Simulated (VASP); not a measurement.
# SnSe2 (P3m1) in VASP: further runs

Runs on SnSe2. Level: PBE+D3(BJ). Tasks: single point.

Everything below comes from runs of VASP 6.6.1. Logs are shortened: lines on timing, memory, paths and dates and some standing lists are left out, and cuts for length are marked.

### Step 1. The cell of the first run

It takes space group P3m1 (No. 156, trigonal). The conventional cell has a = 3.839 Å, b = 3.839 Å, c = 6.012 Å, α = 90.00°, β = 90.00°, γ = 120.00°. Within 3.5 Å of Sn (site symmetry 3m) lie 6 Se at 2.63 to 2.84 Å. Se (site symmetry 3m) has 3 Sn at 2.84 Å and 12 Se at 3.59 to 3.88 Å within 3.9 Å. Within 3.6 Å of Se (site symmetry 3m) lie 3 Sn at 2.63 Å and 3 Se at 3.59 Å.

### Step 2. Single point, PBE+D3(BJ) (atoms displaced along a vibrational mode)

The input, INCAR:

```
SYSTEM = SnSe2
PREC = Accurate ; ENCUT = 520
EDIFF = 1E-7 ; ISMEAR = 0
SIGMA = 0.03 ; LREAL = .False.
LASPH = .True. ; NELM = 100
ALGO = Normal ; ISIF = 2
LWAVE = .False. ; LCHARG = .False.
GGA = PE ; IVDW = 12
NBANDS = 20
```

The input, KPOINTS:

```
Automatic mesh
0
Gamma
  12 12 6
  0 0 0
```

The input, POSCAR:

```
SnSe2
1.0
    3.8390485956      0.0000000000      0.0000000000
   -1.9195242978      3.3247136102      0.0000000000
    0.0000000000      0.0000000000      6.0116311105
Sn Se
1 2
Direct
    0.0000000000      0.0000000000     -0.0166344205
    0.3333333333      0.6666666667      0.2776555100
    0.6666666667      0.3333333333      0.7473495180
```

Potentials or basis: VASP PAW PBE potentials, release 64 (Sn_d, Se).

Command:

```console
> cat potpaw_PBE.64/Sn_d/POTCAR potpaw_PBE.64/Se/POTCAR > POTCAR
> mpirun -np 1 vasp_std > vasp.out
```

OUTCAR:

```text
SYSTEM = SnSe2
   PREC = Accurate
   ENCUT = 520
   EDIFF = 1E-7
   ISMEAR = 0
   LREAL = .False.
   LASPH = .True.
   NELM = 100
   ISIF = 2
   GGA = PE
   IVDW = 12
 IVDW          = 12

 ion  position               nearest neighbor table
   1  0.000  0.000  0.983-   3 2.63   3 2.63   3 2.63   2 2.84   2 2.84   2 2.84
   2  0.333  0.667  0.278-   1 2.84   1 2.84   1 2.84
   3  0.667  0.333  0.747-   1 2.63   1 2.63   1 2.63

  LATTYP: Found a hexagonal cell.
 ALAT       =     3.8390485956
 C/A-ratio  =     1.5659169090

  Lattice vectors:

 A1 = (   3.8390485956,   0.0000000000,   0.0000000000)
 A2 = (  -1.9195242978,   3.3247136102,   0.0000000000)
 A3 = (   0.0000000000,   0.0000000000,   6.0116311105)

Analysis of symmetry for initial positions (statically):
=====================================================================
 Subroutine PRICEL returns:
 Original cell was already a primitive cell.

 Routine SETGRP: Setting up the symmetry group for a
 hexagonal supercell.

 Subroutine GETGRP returns: Found  6 space group operations
 (whereof  6 operations were pure point group operations)
 out of a pool of 24 trial point group operations.

The static configuration has the point symmetry C_3v.

Analysis of symmetry for dynamics (positions and initial velocities):
=====================================================================
 Subroutine PRICEL returns:
 Original cell was already a primitive cell.

 Routine SETGRP: Setting up the symmetry group for a
 hexagonal supercell.

 Subroutine GETGRP returns: Found  6 space group operations
 (whereof  6 operations were pure point group operations)
 out of a pool of 24 trial point group operations.

The dynamic configuration has the point symmetry C_3v.

 Subroutine INISYM returns: Found  6 space group operations
 (whereof  6 operations are pure point group operations),
 and found     1 'primitive' translations

----------------------------------------------------------------------------------------

                                     Primitive cell

  volume of cell :      76.7309

  direct lattice vectors                    reciprocal lattice vectors
     3.839048596  0.000000000  0.000000000     0.260481204  0.150388893  0.000000000
    -1.919524298  3.324713610  0.000000000     0.000000000  0.300777786  0.000000000
     0.000000000  0.000000000  6.011631110     0.000000000  0.000000000  0.166344205

  length of vectors
     3.839048596  3.839048596  6.011631110     0.300777786  0.300777786  0.166344205

  position of ions in fractional coordinates (direct lattice)
     0.000000000  0.000000000  0.983365580
     0.333333333  0.666666667  0.277655510
     0.666666667  0.333333333  0.747349518

  ion indices of the primitive-cell ions
   primitive index   ion index
                 1           1
                 2           2
                 3           3

----------------------------------------------------------------------------------------

 KPOINTS: Automatic mesh

Automatic generation of k-mesh.
 Grid dimensions read from file:
 generate k-points for:   12   12    6

 Generating k-lattice:

  Cartesian coordinates                     Fractional coordinates (reciprocal lattice)
     0.021706767  0.012532408  0.000000000     0.083333333 -0.000000000  0.000000000
     0.000000000  0.025064816  0.000000000     0.000000000  0.083333333  0.000000000
     0.000000000  0.000000000  0.027724034     0.000000000  0.000000000  0.166666667

  Length of vectors
     0.025064816  0.025064816  0.027724034

  Shift w.r.t. Gamma in fractional coordinates (k-lattice)
     0.000000000  0.000000000  0.000000000

 Subroutine IBZKPT returns following result:
 ===========================================

 Found    100 irreducible k-points:

 Following reciprocal coordinates:
            Coordinates               Weight
  0.000000  0.000000  0.000000      1.000000
  0.083333 -0.000000  0.000000      6.000000
  0.166667 -0.000000  0.000000      6.000000
  0.250000 -0.000000  0.000000      6.000000
  0.333333 -0.000000  0.000000      6.000000
  0.416667 -0.000000  0.000000      6.000000
[... 16 lines left out ...]
  0.166667 -0.000000  0.166667      6.000000
  0.000000  0.166667  0.166667      6.000000
 [... further k-points ...]
   k-points           NKPTS =    100   k-points in BZ     NKDIM =    100   number of bands    NBANDS=     20
   number of dos      NEDOS =    301   number of ions     NIONS =      3
   total plane-waves  NPLWV =  43200
   dimension x,y,z NGX =    30 NGY =   30 NGZ =   48
   dimension x,y,z NGXF=    60 NGYF=   60 NGZF=   96
   ions per type =               1   2
   NGX,Y,Z   is equivalent  to a cutoff of  12.99, 12.99, 13.27 a.u.
   NGXF,Y,Z  is equivalent  to a cutoff of  25.98, 25.98, 26.55 a.u.
 SYSTEM =  SnSe2
   PREC   = accura    normal or accurate (medium, high low for compatibility)
   ISTART =      0    job   : 0-new  1-cont  2-samecut
   ICHARG =      2    charge: 1-file 2-atom 10-const
[... 84 lines left out ...]
     20      13.3407      0.00000

 k-point     3 :       0.1667   -0.0000    0.0000
  band No.  band energies     occupation
      1     -17.0548      2.00000
      2     -17.0341      2.00000
      3     -16.9986      2.00000
      4     -16.9931      2.00000
      5     -16.9894      2.00000
      6      -9.5208      2.00000
[... 12 lines left out ...]
     19      12.5108      0.00000
     20      13.3480      0.00000

 k-point     4 :       0.2500   -0.0000    0.0000
  band No.  band energies     occupation
      1     -17.0676      2.00000
      2     -17.0270      2.00000
      3     -17.0033      2.00000
      4     -16.9863      2.00000
      5     -16.9856      2.00000
      6      -9.2164      2.00000
[... 12 lines left out ...]
     19      12.4688      0.00000
     20      13.7235      0.00000

 k-point     5 :       0.3333   -0.0000    0.0000
  band No.  band energies     occupation
      1     -17.0810      2.00000
      2     -17.0223      2.00000
      3     -17.0082      2.00000
      4     -16.9807      2.00000
      5     -16.9773      2.00000
      6      -8.8459      2.00000
[... 12 lines left out ...]
     19      13.1376      0.00000
     20      14.5025      0.00000

 k-point     6 :       0.4167   -0.0000    0.0000
  band No.  band energies     occupation
      1     -17.0910      2.00000
      2     -17.0204      2.00000
      3     -17.0117      2.00000
      4     -16.9751      2.00000
      5     -16.9711      2.00000
      6      -8.5008      2.00000
[... 12 lines left out ...]
     19      13.9758      0.00000
     20      15.0792      0.00000

 k-point     7 :       0.5000   -0.0000    0.0000
  band No.  band energies     occupation
      1     -17.0947      2.00000
      2     -17.0199      2.00000
      3     -17.0129      2.00000
      4     -16.9728      2.00000
      5     -16.9689      2.00000
      6      -8.3463      2.00000
[... 12 lines left out ...]
     19      14.3347      0.00000
     20      15.4792      0.00000
[... 277 lines left out ...]
 k-point    20 :       0.0000    0.0000    0.1667
  band No.  band energies     occupation
      1     -17.0430      2.00000
      2     -17.0430      2.00000
      3     -17.0027      2.00000
      4     -16.9906      2.00000
      5     -16.9906      2.00000
      6      -9.7446      2.00000
[... 12 lines left out ...]
     19      13.0853      0.00000
     20      13.0853      0.00000

 k-point    21 :       0.0833   -0.0000    0.1667
  band No.  band energies     occupation
      1     -17.0460      2.00000
      2     -17.0405      2.00000
      3     -17.0008      2.00000
      4     -16.9923      2.00000
      5     -16.9904      2.00000
      6      -9.6781      2.00000
[... 12 lines left out ...]
     19      12.6846      0.00000
     20      13.3523      0.00000

 k-point    22 :       0.0000    0.0833    0.1667
  band No.  band energies     occupation
      1     -17.0460      2.00000
      2     -17.0405      2.00000
      3     -17.0008      2.00000
      4     -16.9922      2.00000
      5     -16.9904      2.00000
      6      -9.6780      2.00000
[... 12 lines left out ...]
     19      12.7013      0.00000
     20      12.9930      0.00000

 k-point    23 :       0.1667   -0.0000    0.1667
  band No.  band energies     occupation
      1     -17.0548      2.00000
      2     -17.0341      2.00000
      3     -16.9986      2.00000
      4     -16.9931      2.00000
      5     -16.9894      2.00000
      6      -9.4842      2.00000
[... 12 lines left out ...]
     19      12.7356      0.00000
     20      13.2938      0.00000

 k-point    24 :       0.0000    0.1667    0.1667
  band No.  band energies     occupation
      1     -17.0548      2.00000
      2     -17.0341      2.00000
      3     -16.9987      2.00000
      4     -16.9930      2.00000
      5     -16.9894      2.00000
      6      -9.4839      2.00000
[... 12 lines left out ...]
     19      12.3676      0.00000
     20      13.0609      0.00000

 [... further k-points ...]

------------------------ aborting loop because EDIFF is reached ----------------------------------------

 Edisp (eV)   -1.09209

 E8    (eV) :    -0.4781

  FORCE on cell =-STRESS in cart. coord.  units (eV):
  Direction    XX          YY          ZZ          XY          YZ          ZX
  --------------------------------------------------------------------------------------
  -------------------------------------------------------------------------------------
  Total       0.65001     0.65001    -0.05869    -0.00000     0.00000     0.00000
  in kB      13.57261    13.57261    -1.22557    -0.00000     0.00000     0.00000
  external pressure =        8.64 kB  Pullay stress =        0.00 kB

 VOLUME and BASIS-vectors are now :
 -----------------------------------------------------------------------------
  energy-cutoff  :      520.00
  volume of cell :       76.73
      direct lattice vectors                 reciprocal lattice vectors
     3.839048596  0.000000000  0.000000000     0.260481204  0.150388893  0.000000000
    -1.919524298  3.324713610  0.000000000     0.000000000  0.300777786  0.000000000
     0.000000000  0.000000000  6.011631110     0.000000000  0.000000000  0.166344205

 POSITION                                       TOTAL-FORCE (eV/Angst)
 -----------------------------------------------------------------------------------
      0.00000      0.00000      5.91163         0.000000      0.000000      2.484957
     -0.00000      2.21648      1.66916        -0.000000      0.000000     -1.076820
      1.91952      1.10824      4.49279         0.000000     -0.000000     -1.408137
 -----------------------------------------------------------------------------------
    total drift:                               -0.000000     -0.000000     -0.000802

  FREE ENERGIE OF THE ION-ELECTRON SYSTEM (eV)
  ---------------------------------------------------
  free  energy   TOTEN  =       -12.6787628072 eV

  energy  without entropy=      -12.6787628071  energy(sigma->0) =      -12.67876281
```

Run time: 70 s. Hardware: 1 thread of Intel Xeon 6975P-C (Granite Rapids), shared host; peak memory 0.3 GiB.

Results:

```yaml
Free_energy: -12.6788 eV
Pressure: 0.9 GPa
Largest_force: 2.485 eV/Å
Band_gap_on_the_k_mesh: 0.23 eV (least direct gap 0.55 eV)
Dispersion_energy_per_atom: -0.364 eV
```

Forces in eV/Å, atoms in the order of the input:
```
Sn   0.000  0.000  2.485
Se   0.000  0.000 -1.077
Se   0.000  0.000 -1.408
```

Levels at points of the mesh, in eV from the valence-band top:
```tsv
k point	band 9	band 10	band 11	band 12	band 13	band 14	band 15	band 16	band 17	band 18
(0.00, 0.00, 0.00)	-1.44	-1.44	-0.19	-0.12	-0.12	0.43	2.86	4.26	4.26	7.81
(0.50, 0.00, 0.00)	-4.36	-3.33	-3.03	-1.74	-0.31	0.94	3.19	4.81	5.10	6.77
(0.00, 0.00, 0.50)	-2.53	-1.46	-1.46	0.00	0.00	1.79	3.06	3.88	3.88	7.27
(0.50, 0.00, 0.50)	-5.02	-2.83	-2.14	-1.20	-0.83	0.48	3.69	4.31	5.84	5.88
```

Caveat: the cell differs from its parent crystal (atoms displaced along a vibrational mode); semilocal functionals underestimate gaps, and a narrow one can read as zero; spin-orbit coupling is left out, which moves the levels of the heavy elements; forces of over 1 eV/Å act on the atoms, so gaps and moduli don't describe the material at rest. A k mesh can miss the band edges.

### Step 3. Single point, PBE+D3(BJ) (atoms displaced along a vibrational mode)

The input, INCAR:

```
SYSTEM = SnSe2
PREC = Accurate
ENCUT = 520
EDIFF = 1E-6
ISMEAR = 0
SIGMA = 0.03
LREAL = .False.
LASPH = .True.
NELM = 100
ALGO = Normal
ISIF = 2
LWAVE = .False.
LCHARG = .False.
GGA = PE
IVDW = 12
NBANDS = 20
```

The input, KPOINTS:

```
regular mesh
0
Gamma
  12 12 6
  0 0 0
```

The input, POSCAR:

```
SnSe2
1.0
    3.8390485956      0.0000000000      0.0000000000
   -1.9195242978      3.3247136102      0.0000000000
    0.0000000000      0.0000000000      6.0116311105
Sn Se
1 2
Direct
    0.0000000000      0.0000000000      0.0207930257
    0.3333333333      0.6666666667      0.2495248535
    0.6666666667      0.3333333333      0.7192188615
```

Potentials or basis: VASP PAW PBE potentials, release 64 (Sn_d, Se).

Command:

```console
> cat potpaw_PBE.64/Sn_d/POTCAR potpaw_PBE.64/Se/POTCAR > POTCAR
> mpirun -np 1 vasp_std > vasp.out
```

Run time: 75 s. Hardware: 1 thread of Intel Xeon 6975P-C (Granite Rapids), shared host; peak memory 0.3 GiB.

Results (log left out):

| Quantity | Value |
| --- | --- |
| Free energy | -12.5570 eV |
| Pressure | 1.3 GPa |
| Largest force | 3.074 eV/Å |
| Band gap on the k mesh | 0.08 eV (least direct gap 0.33 eV) |
| Dispersion energy per atom | -0.364 eV |

Forces on the atoms (eV/Å):
```
Sn   0.000  0.000 -3.074
Se   0.000  0.000  1.786
Se   0.000  0.000  1.288
```

Stress tensor (GPa, compression positive):
```
 2.07  0.00  0.00
 0.00  2.07  0.00
 0.00  0.00 -0.23
```

Levels at points of the mesh, in eV from the valence-band top:
| k point | band 9 | band 10 | band 11 | band 12 | band 13 | band 14 | band 15 | band 16 | band 17 | band 18 |
| --- | --- | --- | --- | --- | --- | --- | --- | --- | --- | --- |
| (0.00, 0.00, 0.00) | -1.75 | -1.75 | -0.30 | -0.12 | -0.12 | 0.21 | 2.75 | 4.07 | 4.07 | 7.61 |
| (0.50, 0.00, 0.00) | -4.45 | -3.44 | -3.29 | -1.85 | -0.36 | 0.78 | 2.97 | 4.70 | 5.07 | 6.67 |
| (0.00, 0.00, 0.50) | -2.64 | -1.77 | -1.77 | 0.00 | 0.00 | 1.49 | 3.04 | 3.69 | 3.69 | 7.15 |
| (0.50, 0.00, 0.50) | -5.11 | -3.12 | -2.26 | -1.33 | -0.84 | 0.34 | 3.48 | 4.17 | 5.76 | 5.81 |

Caveat: the cell differs from its parent crystal (atoms displaced along a vibrational mode); semilocal functionals underestimate gaps, and a narrow one can read as zero; spin-orbit coupling is left out, which moves the levels of the heavy elements; forces of over 1 eV/Å act on the atoms, so gaps and moduli don't describe the material at rest. A k mesh can miss the band edges.

### Step 4. Single point, PBE+D3(BJ) (atoms displaced along a vibrational mode)

The input, INCAR:

```
PREC     = Accurate       # precision mode
ENCUT    = 520            # plane-wave cutoff, eV
EDIFF    = 1E-6           # SCF threshold, eV
ISMEAR   = 0              # smearing method
SIGMA    = 0.03           # smearing width, eV
LREAL    = F              # projectors in reciprocal space
LASPH    = T              # aspherical terms in the spheres
NELM     = 80             # most SCF steps
ALGO     = Normal         # electronic algorithm
ISIF     = 2              # what is computed and relaxed
LWAVE    = F              # write WAVECAR
LCHARG   = T              # write CHGCAR
GGA      = PE             # functional
IVDW     = 12             # dispersion correction
LELF     = T              # ELF
LVHAR    = T            
NBANDS   = 20             # bands
```

The input, KPOINTS:

```
Automatic mesh
0
Gamma
  12 12 6
```

The input, POSCAR:

```
SnSe2
1.0
    3.8390485956      0.0000000000      0.0000000000
   -1.9195242978      3.3247136102      0.0000000000
    0.0000000000      0.0000000000      6.0116311105
Sn Se
1 2
Direct
    0.0000000000      0.0000000000      0.0124758154
    0.3333333333      0.6666666667      0.2557761105
    0.6666666667      0.3333333333      0.7254701185
```

Command:

```console
> cat potpaw_PBE.64/Sn_d/POTCAR potpaw_PBE.64/Se/POTCAR > POTCAR
> mpirun -np 1 vasp_std > vasp.out
```

Wall time 82 s (1 thread of Intel Xeon 6975P-C (Granite Rapids), shared host); peak memory 0.31 GiB.

It converged, with:

| Item | Value |
| --- | --- |
| Free energy | -12.7744 eV |
| Pressure | 0.5 GPa |
| Largest force | 1.879 eV/Å |
| Band gap on the k mesh | 0.29 eV (least direct gap 0.70 eV) |
| Dispersion energy per atom | -0.364 eV |

Forces on the atoms (eV/Å):
```
Sn   0.000  0.000 -1.879
Se   0.000  0.000  1.040
Se   0.000  0.000  0.840
```

Stress tensor (GPa, compression positive):
```
 0.80  0.00  0.00
 0.00  0.80  0.00
 0.00  0.00 -0.04
```

Levels at points of the mesh, in eV from the valence-band top:
```
           k point  band 10  band 11  band 12  band 13  band 14  band 15  band 16  band 17
(0.00, 0.00, 0.00)    -1.22    -0.22    -0.22    -0.16     0.55     2.88     4.36     4.36
(0.50, 0.00, 0.00)    -3.29    -2.88    -1.71    -0.33     1.01     3.32     4.85     5.07
(0.00, 0.00, 0.50)    -1.25    -1.25    -0.08    -0.08     2.00     2.99     3.98     3.98
(0.50, 0.00, 0.50)    -2.65    -2.10    -1.16    -0.88     0.54     3.78     4.39     5.80
```

Caveat: the cell differs from its parent crystal (atoms displaced along a vibrational mode); semilocal functionals underestimate gaps, and a narrow one can read as zero; spin-orbit coupling is left out, which moves the levels of the heavy elements; forces of over 1 eV/Å act on the atoms, so gaps and moduli don't describe the material at rest. A k mesh can miss the band edges.

### Step 5. The runs side by side

| cell | gap on the mesh (eV) | pressure (GPa) | largest force (eV/Å) |
| --- | --- | --- | --- |
| as given, atomic positions A | 0.23 | 0.9 | 2.48 |
| as given, atomic positions B | 0.08 | 1.3 | 3.07 |
| as given, atomic positions C | 0.29 | 0.5 | 1.88 |

Alike in all rows: task single point; level PBE+D3(BJ); potentials or basis VASP PAW PBE potentials, release 64 (Sn_d, Se); no spin polarisation; k mesh 12 × 12 × 6; cutoff (eV) 520; smearing gaussian 0.03 eV.

Caveats: semilocal functionals underestimate gaps, and a narrow one can read as zero; spin-orbit coupling is left out, which moves the levels of the heavy elements; forces of over 1 eV/Å act on the atoms, so gaps and moduli don't describe the material at rest.

Total energies depend on the potentials used, so only differences within one code and one set of settings carry meaning.
